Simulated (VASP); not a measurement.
# LiF (rock salt type) (Fm-3m) in VASP: notebook

Aim: see how the results for LiF (rock salt type) move with the level of theory and the settings. Levels: HSE06, PBE. Tasks: single point.

Program: VASP 6.6.1. These are calculated values, not measurements. Logs are shortened: lines on timing, memory, paths and dates and some standing lists are left out, and cuts for length are marked.

### 1 The cell of the first run

Symmetry: Fm-3m, No. 225, cubic system. The conventional cell has a = 4.070 Å, b = 4.070 Å, c = 4.070 Å, α = 90.00°, β = 90.00°, γ = 90.00°. Within 2.7 Å of Li (site symmetry m-3m) lie 6 F at 2.04 Å. Within 2.7 Å of F (site symmetry m-3m) lie 6 Li at 2.04 Å.

### 2 Single point, HSE06

Contents of POSCAR:

```
LiF
1.0
    0.0000000000      2.0350000000      2.0350000000
    2.0350000000      0.0000000000      2.0350000000
    2.0350000000      2.0350000000      0.0000000000
Li F
1 1
Direct
    0.0000000000      0.0000000000      0.0000000000
    0.5000000000      0.5000000000      0.5000000000
```

Contents of INCAR.step1:

```
PREC = Accurate ; ENCUT = 520
EDIFF = 1E-5 ; ISMEAR = -1
SIGMA = 0.02 ; LREAL = F
LASPH = T ; NELM = 60
ALGO = Normal ; ISIF = 2
LWAVE = T ; LCHARG = F
GGA = PE ; NBANDS = 12
```

Contents of INCAR.step2:

```
PREC = Accurate ; ENCUT = 520
EDIFF = 1E-6 ; ISMEAR = -1
SIGMA = 0.02 ; LREAL = F
LASPH = T ; NELM = 60
ALGO = Normal ; ISIF = 2
LWAVE = F ; LCHARG = F
GGA = PE ; LHFCALC = T
HFSCREEN = 0.2079 ; PRECFOCK = Normal
ISTART = 1 ; NBANDS = 12
```

Contents of KPOINTS:

```
Automatic mesh
0
Gamma
  6 6 6
```

Potentials or basis: VASP PAW PBE potentials, release 64 (Li_sv, F).

Command:

```bash
$ cat potpaw_PBE.64/Li_sv/POTCAR potpaw_PBE.64/F/POTCAR > POTCAR
$ cp INCAR.step1 INCAR
$ mpirun -np 1 vasp_std > vasp.out
$ cp INCAR.step2 INCAR
$ mpirun -np 1 vasp_std > vasp.out
```

OUTCAR:

```text
PREC = Accurate
   ENCUT = 520
   EDIFF = 1E-6
   ISMEAR = -1
   LREAL = F
   LASPH = T
   NELM = 60
   ISIF = 2
   GGA = PE
   LHFCALC = T
   HFSCREEN = 0.2079
   PRECFOCK = Normal
   ISTART = 1

 ion  position               nearest neighbor table
   1  0.000  0.000  0.000-   2 2.04   2 2.04   2 2.04   2 2.04   2 2.04   2 2.04
   2  0.500  0.500  0.500-   1 2.04   1 2.04   1 2.04   1 2.04   1 2.04   1 2.04

  LATTYP: Found a face centered cubic cell.
 ALAT       =     4.0700000000

  Lattice vectors:

 A1 = (   0.0000000000,   2.0350000000,   2.0350000000)
 A2 = (   2.0350000000,   0.0000000000,   2.0350000000)
 A3 = (   2.0350000000,   2.0350000000,   0.0000000000)

Analysis of symmetry for initial positions (statically):
=====================================================================
 Subroutine PRICEL returns:
 Original cell was already a primitive cell.

 Routine SETGRP: Setting up the symmetry group for a
 face centered cubic supercell.

 Subroutine GETGRP returns: Found 48 space group operations
 (whereof 48 operations were pure point group operations)
 out of a pool of 48 trial point group operations.

The static configuration has the point symmetry O_h .

Analysis of symmetry for dynamics (positions and initial velocities):
=====================================================================
 Subroutine PRICEL returns:
 Original cell was already a primitive cell.

 Routine SETGRP: Setting up the symmetry group for a
 face centered cubic supercell.

 Subroutine GETGRP returns: Found 48 space group operations
 (whereof 48 operations were pure point group operations)
 out of a pool of 48 trial point group operations.

The dynamic configuration has the point symmetry O_h .

 Subroutine INISYM returns: Found 48 space group operations
 (whereof 48 operations are pure point group operations),
 and found     1 'primitive' translations

----------------------------------------------------------------------------------------

                                     Primitive cell

  volume of cell :      16.8548

  direct lattice vectors                    reciprocal lattice vectors
     0.000000000  2.035000000  2.035000000    -0.245700246  0.245700246  0.245700246
     2.035000000  0.000000000  2.035000000     0.245700246 -0.245700246  0.245700246
     2.035000000  2.035000000  0.000000000     0.245700246  0.245700246 -0.245700246

  length of vectors
     2.877924599  2.877924599  2.877924599     0.425565309  0.425565309  0.425565309

  position of ions in fractional coordinates (direct lattice)
     0.000000000  0.000000000  0.000000000
     0.500000000  0.500000000  0.500000000

  ion indices of the primitive-cell ions
   primitive index   ion index
                 1           1
                 2           2

----------------------------------------------------------------------------------------

 KPOINTS: Automatic mesh

Automatic generation of k-mesh.
 Grid dimensions read from file:
 generate k-points for:    6    6    6

 Generating k-lattice:

  Cartesian coordinates                     Fractional coordinates (reciprocal lattice)
    -0.040950041  0.040950041  0.040950041     0.166666667  0.000000000  0.000000000
     0.040950041 -0.040950041  0.040950041     0.000000000  0.166666667  0.000000000
     0.040950041  0.040950041 -0.040950041     0.000000000  0.000000000  0.166666667

  Length of vectors
     0.070927551  0.070927551  0.070927551

  Shift w.r.t. Gamma in fractional coordinates (k-lattice)
     0.000000000  0.000000000  0.000000000

 Subroutine IBZKPT returns following result:
 ===========================================

 Found     16 irreducible k-points:

 Following reciprocal coordinates:
            Coordinates               Weight
  0.000000  0.000000  0.000000      1.000000
  0.166667  0.000000  0.000000      8.000000
  0.333333  0.000000  0.000000      8.000000
  0.500000  0.000000  0.000000      4.000000
  0.166667  0.166667  0.000000      6.000000
  0.333333  0.166667  0.000000     24.000000
[... 8 lines left out ...]
 -0.333333  0.333333  0.166667     24.000000
 -0.333333  0.500000  0.166667     12.000000
   k-points           NKPTS =     16   k-points in BZ     NKDIM =    216   number of bands    NBANDS=     12
   number of dos      NEDOS =    301   number of ions     NIONS =      2
   total plane-waves  NPLWV =  13824
   dimension x,y,z NGX =    24 NGY =   24 NGZ =   24
   dimension x,y,z NGXF=    48 NGYF=   48 NGZF=   48
   ions per type =               1   1
   NGX,Y,Z   is equivalent  to a cutoff of  13.86, 13.86, 13.86 a.u.
   NGXF,Y,Z  is equivalent  to a cutoff of  27.73, 27.73, 27.73 a.u.
 SYSTEM =  unknown system
   PREC   = accura    normal or accurate (medium, high low for compatibility)
   ISTART =      1    job   : 0-new  1-cont  2-samecut
   ICHARG =      0    charge: 1-file 2-atom 10-const
   ISPIN  =      1    spin polarized calculation?
   LNONCOLLINEAR =      F non collinear calculations
   LSORBIT =      F    spin-orbit coupling
   LASPH  =      T    aspherical Exc in radial PAW
   ENCUT  =  520.0 eV  38.22 Ry    6.18 a.u.   5.35  5.35  5.35*2*pi/ulx,y,z
   NELM   =     60;   NELMIN=  2; NELMDL=  0     # of ELM steps
   EDIFF  = 0.1E-05   stopping-criterion for ELM
   LREAL  =      F    real-space projection
   EDIFFG = 0.1E-04   stopping-criterion for IOM
   NSW    =      0    number of steps for IOM
   IBRION =     -1    ionic relax: 0-MD 1-quasi-New 2-CG
   NFREE  =      0    steps in history (QN), initial steepest desc. (CG)
   ISIF   =      2    stress and relaxation
   ISYM   =      3    0-nonsym 1-usesym 2-fastsym
   POTIM  = 0.5000    time-step for ionic-motion
   TEBEG  =    0.0;   TEEND  =   0.0 temperature during run
   PSTRESS=    0.0 pullay stress
   NELECT =      10.0000    total number of electrons
   NUPDOWN=      -1.0000    fix difference up-down
   EMIN   =  10.00;   EMAX   =-10.00  energy-range for DOS
   EFERMI =   0.00;   METHOD = LEGACY
   ISMEAR =    -1;   SIGMA  =   0.02  broadening in eV -4-tet -1-fermi 0-gaus
   EFERMI_NEDOS =   21; number of points for ismear=-14 and -15
   IALGO  =     38    algorithm
   IMIX   =      1    mixing-type and parameters
     AMIX     =   0.40;   BMIX     =  1.00
     AMIX_MAG =   1.60;   BMIX_MAG =  1.00
  volume/ion in A,a.u.               =       8.43        56.87
  Fermi-wavevector in a.u.,A,eV,Ry     =   1.375626  2.599556 25.746948  1.892347
  Thomas-Fermi vector in A             =   2.500945
   LORBIT       =      0    0 simple, 1 ext, 2 COOP (PROOUT), +10 PAW based schemes
   GGA     = PE    functional components
   LHFCALC =     T    Hartree Fock is set to
   PRECFOCK=normal    Normal, Fast or Accurate (Low or Medium for compatibility)
   ENCUT4O =  -1.0   cutoff for four orbital integrals eV
   NKREDX  =     1    reduce k-point grid by
   NKREDY  =     1    reduce k-point grid by
   NKREDZ  =     1    reduce k-point grid by
   AEXX    =    0.2500 exact exchange contribution
   HFSCREEN=    0.2079 screening length (either q_TF or 0.3 A-1)
   HFSCREENC=   0.2079 screening length for correlation (either q_TF or 0.3 A-1)
   ENCUTFOCK=  -1.0 apply spherical cutoff to Coloumb kernel
   IVDW    =     0    specifies the selected vdW correction
   LEPSILON=     F    determine dielectric tensor
   LRPA    =     F    only Hartree local field effects (RPA)
 non-spin polarized calculation
  energy-cutoff  :      520.00
  volume of cell :       16.85
 maximum number of plane-waves:       464
 NGX is ok and might be reduce to    24
  NGX = 18; NGY = 18; NGZ = 18

 number of electron       9.9999992 magnetization

 Free energy of the ion-electron system (eV)
  ---------------------------------------------------
  ext. energy  EPLUGINS =         0.00000000
  ---------------------------------------------------
  free energy    TOTEN  =       -11.38191263 eV

  energy without entropy =      -11.38191263  energy(sigma->0) =      -11.38191263

 E-fermi :  -2.2867     XC(G=0):  -8.0472

 val. band max:       -2.9071353170   @ k =   0.0000   0.0000   0.0000
 cond. band min:       8.1869985273   @ k =   0.0000   0.0000   0.0000
 fundamental gap:     11.0941338443
 Fermi energy:        -2.2867146634

 k-point     1 :       0.0000    0.0000    0.0000
  band No.  band energies     occupation
      1     -45.9607      2.00000
      2     -24.3962      2.00000
      3      -2.9071      2.00000
      4      -2.9071      2.00000
      5      -2.9071      2.00000
      6       8.1870      0.00000
      7      23.2718      0.00000
      8      23.2718      0.00000
      9      23.2718      0.00000
     10      23.5930      0.00000
     11      23.5930      0.00000
     12      23.5930      0.00000

 k-point     2 :       0.1667    0.0000    0.0000
  band No.  band energies     occupation
      1     -45.9478      2.00000
      2     -24.2934      2.00000
      3      -3.6336      2.00000
      4      -2.9688      2.00000
      5      -2.9688      2.00000
      6       8.9331      0.00000
      7      18.8349      0.00000
      8      21.0184      0.00000
      9      21.0184      0.00000
     10      25.2253      0.00000
     11      25.4953      0.00000
     12      25.4953      0.00000

 k-point     3 :       0.3333    0.0000    0.0000
  band No.  band energies     occupation
      1     -45.9217      2.00000
      2     -24.0778      2.00000
      3      -4.8966      2.00000
      4      -3.0872      2.00000
      5      -3.0872      2.00000
      6       9.8934      0.00000
      7      16.4010      0.00000
      8      18.9721      0.00000
      9      18.9721      0.00000
     10      27.4486      0.00000
     11      28.3051      0.00000
     12      28.3051      0.00000
[... 166 lines left out ...]
 k-point    15 :      -0.3333    0.3333    0.1667
  band No.  band energies     occupation
      1     -45.8974      2.00000
      2     -23.7967      2.00000
      3      -5.1260      2.00000
      4      -4.5580      2.00000
      5      -3.5478      2.00000
      6      12.8241      0.00000
      7      14.7071      0.00000
      8      17.8976      0.00000
      9      18.5301      0.00000
     10      26.4520      0.00000
     11      27.2701      0.00000
     12      34.6854      0.00000

 k-point    16 :      -0.3333    0.5000    0.1667
  band No.  band energies     occupation
      1     -45.8938      2.00000
      2     -23.7331      2.00000
      3      -5.4443      2.00000
      4      -4.4597      2.00000
      5      -3.7735      2.00000
      6      14.2265      0.00000
      7      14.7309      0.00000
      8      16.7288      0.00000
      9      18.8155      0.00000
     10      23.2491      0.00000
     11      30.7888      0.00000
     12      33.1960      0.00000

------------------------ aborting loop because EDIFF is reached ----------------------------------------

  FORCE on cell =-STRESS in cart. coord.  units (eV):
  Direction    XX          YY          ZZ          XY          YZ          ZX
  --------------------------------------------------------------------------------------
  -------------------------------------------------------------------------------------
  Total       -0.3272271     -0.3272271     -0.3272271      0.0000000      0.0000000     -0.0000000
  in kB      -31.1054587    -31.1054587    -31.1054587      0.0000000      0.0000000     -0.0000000
  external PRESSURE =     -31.1054587 kB  Pullay stress =       0.0000000 kB

 VOLUME and BASIS-vectors are now :
 -----------------------------------------------------------------------------
  energy-cutoff  :      520.00
  volume of cell :       16.85
      direct lattice vectors                 reciprocal lattice vectors
     0.000000000  2.035000000  2.035000000    -0.245700246  0.245700246  0.245700246
     2.035000000  0.000000000  2.035000000     0.245700246 -0.245700246  0.245700246
     2.035000000  2.035000000  0.000000000     0.245700246  0.245700246 -0.245700246

 POSITION                                       TOTAL-FORCE (eV/Angst)
 -----------------------------------------------------------------------------------
      0.00000      0.00000      0.00000        -0.000000     -0.000000      0.000000
      2.03500      2.03500      2.03500         0.000000      0.000000     -0.000000
 -----------------------------------------------------------------------------------
    total drift:                                0.000000      0.000000      0.000000

  FREE ENERGIE OF THE ION-ELECTRON SYSTEM (eV)
  ---------------------------------------------------
  free  energy   TOTEN  =       -11.3819126324 eV

  energy  without entropy=      -11.3819126324  energy(sigma->0) =      -11.38191263
```

Wall time 7.7 min (1 thread of Intel Xeon Platinum 8259CL at 2.50GHz (Skylake/Cascade Lake), shared host); peak memory 0.23 GiB.

What came out:

```yaml
Free_energy: -11.3819 eV
Band_gap_on_the_k_mesh: 11.09 eV, direct
```

Levels at points of the mesh, in eV from the valence-band top:
```csv
k point,band 1,band 2,band 3,band 4,band 5,band 6,band 7,band 8,band 9,band 10
"(0.00, 0.00, 0.00)",-43.05,-21.49,0.00,0.00,0.00,11.09,26.18,26.18,26.18,26.50
"(0.50, 0.00, 0.00)",-43.00,-21.06,-2.56,-0.24,-0.24,12.92,19.00,21.12,21.12,32.47
"(0.50, 0.50, 0.00)",-42.99,-20.81,-2.98,-1.01,-1.01,17.08,18.60,19.58,22.55,22.55
```

Caveat: the k points lie up to 0.45 Å⁻¹ apart; the cutoff is under 1.25 times the usual one of these potentials, so pressure, stress and relaxed cells hold a basis-set (Pulay) error; the PAW data sets were made with another functional, which shifts forces and pressure a little.

### 3 Single point, HSE06

POSCAR is that of step 2.

Contents of INCAR.step1:

```
SYSTEM = LiF
PREC     = Accurate       ! precision mode
ENCUT    = 520            ! plane-wave cutoff, eV
EDIFF    = 1E-5           ! SCF threshold, eV
ISMEAR   = -1             ! smearing method
SIGMA    = 0.02           ! smearing width, eV
LREAL    = .False.        ! projectors in reciprocal space
LASPH    = .True.         ! aspherical terms in the spheres
NELM     = 60             ! most SCF steps
ALGO     = Normal         ! electronic algorithm
ISIF     = 2              ! what is computed and relaxed
LWAVE    = .True.         ! write WAVECAR
GGA      = PE             ! functional
NBANDS   = 12             ! bands
```

Contents of INCAR.step2:

```
SYSTEM = LiF
PREC     = Accurate       ! precision mode
ENCUT    = 520            ! plane-wave cutoff, eV
EDIFF    = 1E-7           ! SCF threshold, eV
ISMEAR   = -1             ! smearing method
SIGMA    = 0.02           ! smearing width, eV
LREAL    = .False.        ! projectors in reciprocal space
LASPH    = .True.         ! aspherical terms in the spheres
NELM     = 60             ! most SCF steps
ALGO     = Normal         ! electronic algorithm
ISIF     = 2              ! what is computed and relaxed
LWAVE    = .False.        ! write WAVECAR
LCHARG   = .True.         ! write CHGCAR
GGA      = PE             ! functional
LHFCALC  = .True.         ! exact exchange
HFSCREEN = 0.2079         ! screening, 1/A
PRECFOCK = Normal       
LELF     = .True.         ! ELF
LVHAR    = .True.       
ISTART   = 1            
NBANDS   = 12             ! bands
```

Contents of KPOINTS:

```
Automatic mesh
0
Gamma
  6 6 6
  0 0 0
```

Potentials or basis: VASP PAW PBE potentials, release 64 (Li_sv, F).

Command:

```bash
$ cat potpaw_PBE.64/Li_sv/POTCAR potpaw_PBE.64/F/POTCAR > POTCAR
$ cp INCAR.step1 INCAR
$ mpirun -np 1 vasp_std > vasp.out
$ cp INCAR.step2 INCAR
$ mpirun -np 1 vasp_std > vasp.out
```

It took 7.4 min on 1 thread of Intel Xeon Platinum 8259CL at 2.50GHz (Skylake/Cascade Lake), shared host; peak memory 0.23 GiB.

Results (log left out):

| Quantity | Value |
| --- | --- |
| Free energy | -11.3819 eV |
| Band gap on the k mesh | 11.09 eV, direct |

Levels at points of the mesh, in eV from the valence-band top:
| k point | band 2 | band 3 | band 4 | band 5 | band 6 | band 7 | band 8 | band 9 |
| --- | --- | --- | --- | --- | --- | --- | --- | --- |
| (0.00, 0.00, 0.00) | -21.49 | 0.00 | 0.00 | 0.00 | 11.09 | 26.18 | 26.18 | 26.18 |
| (0.50, 0.00, 0.00) | -21.06 | -2.56 | -0.24 | -0.24 | 12.92 | 19.00 | 21.12 | 21.12 |
| (0.50, 0.50, 0.00) | -20.81 | -2.98 | -1.01 | -1.01 | 17.08 | 18.60 | 19.58 | 22.55 |

Caveat: the k points lie up to 0.45 Å⁻¹ apart; the cutoff is under 1.25 times the usual one of these potentials, so pressure, stress and relaxed cells hold a basis-set (Pulay) error; the PAW data sets were made with another functional, which shifts forces and pressure a little.

(Part 1 of 2 ends here.)
